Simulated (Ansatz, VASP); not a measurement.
Two plane-wave programs on BN

File POSCAR:

```
BN
1.0
    2.5439665232      0.0000000000      0.0000000000
   -1.2719832616      2.2031396355      0.0000000000
    0.0000000000      0.0000000000      4.2077449317
B N
2 2
Direct
    0.6666666667      0.3333333333      1.1138749467
    0.3333333333      0.6666666667      0.4997995909
    0.6666666667      0.3333333333      0.6252004091
    0.3333333333      0.6666666667      0.1252004091
```

INCAR.step1

```
ALGO     = Normal         # electronic algorithm
EDIFF    = 1E-4           # SCF threshold, eV
ENCUT    = 520            # plane-wave cutoff, eV
GGA      = PE             # functional
ISMEAR   = 0              # smearing method
LASPH    = T              # aspherical terms in the spheres
LCHARG   = F              # write CHGCAR
LREAL    = F              # projectors in reciprocal space
LWAVE    = T              # write WAVECAR
NBANDS   = 16             # bands
NELM     = 80             # most SCF steps
PREC     = Accurate       # precision mode
SIGMA    = 0.05           # smearing width, eV
```

INCAR.step2

```
ALGO     = Normal         # electronic algorithm
EDIFF    = 1E-6           # SCF threshold, eV
ENCUT    = 520            # plane-wave cutoff, eV
ISIF     = 2              # what is computed and relaxed
ISMEAR   = 0              # smearing method
ISTART   = 1            
LASPH    = T              # aspherical terms in the spheres
LCHARG   = T              # write CHGCAR
LELF     = T              # ELF
LMIXTAU  = T            
LREAL    = F              # projectors in reciprocal space
LVHAR    = T            
LWAVE    = F              # write WAVECAR
METAGGA  = R2SCAN         # meta-GGA
NBANDS   = 16             # bands
NELM     = 80             # most SCF steps
PREC     = Accurate       # precision mode
SIGMA    = 0.05           # smearing width, eV
```

Contents of KPOINTS:

```
k-points
0
Gamma
  12 12 6
```

Input for Ansatz:

```yaml
crystal:
  lattice:
    - [2.5439665232, 0.0, 0.0]
    - [-1.2719832616, 2.2031396355, 0.0]
    - [0.0, 0.0, 4.2077449317]
  atoms:
    - { symbol: B, position: [0.6666666667, 0.3333333333, 1.1138749467] }
    - { symbol: B, position: [0.3333333333, 0.6666666667, 0.4997995909] }
    - { symbol: "N", position: [0.6666666667, 0.3333333333, 0.6252004091] }
    - { symbol: "N", position: [0.3333333333, 0.6666666667, 0.1252004091] }
basis:
  ecutwfc: 500
kpoints:
  mp_grid: { grid: [12, 12, 6] }
hamiltonian:
  xc: r2scan
scf:
  occupations: { method: gaussian, width: 0.05 }
output:
  forces: true
  stress: true
  eigenvalues: true
```

Alike in both runs: task single point; functional r2SCAN; k mesh 12 × 12 × 6; occupations gaussian, width 0.05 eV; no spin polarisation.

|  | VASP | Ansatz |
| --- | --- | --- |
| version | VASP 6.6.1 | Ansatz 0.2.0 |
| potentials or method | VASP PAW PBE potentials, release 64 (B, N), cutoff 520 eV | scalar-relativistic, plane waves, PAW |
| valence electrons in the cell | 16 | 16 |

Ansatz gave:

| Quantity | Value |
| --- | --- |
| gap on the k mesh at the Fermi level (eV) | 3.45 |
| least direct gap on the mesh (eV) | 4.73 |
| pressure (GPa) | 19.6 |
| traceless stress, the component that is largest in VASP (GPa) | 12.75 |
| rms of the force components (eV/Å) | 2.345 |

Q: Estimate VASP's values.

A: gap on the k mesh at the Fermi level (eV): 3.49; least direct gap on the mesh (eV): 4.79; pressure (GPa): 20.7; traceless stress, the component that is largest in VASP (GPa): 12.78; rms of the force components (eV/Å): 2.350.

VASP's potentials were made for PBE, not for r2SCAN. Atom by atom the forces differ by 0.021 eV/Å (rms over components).
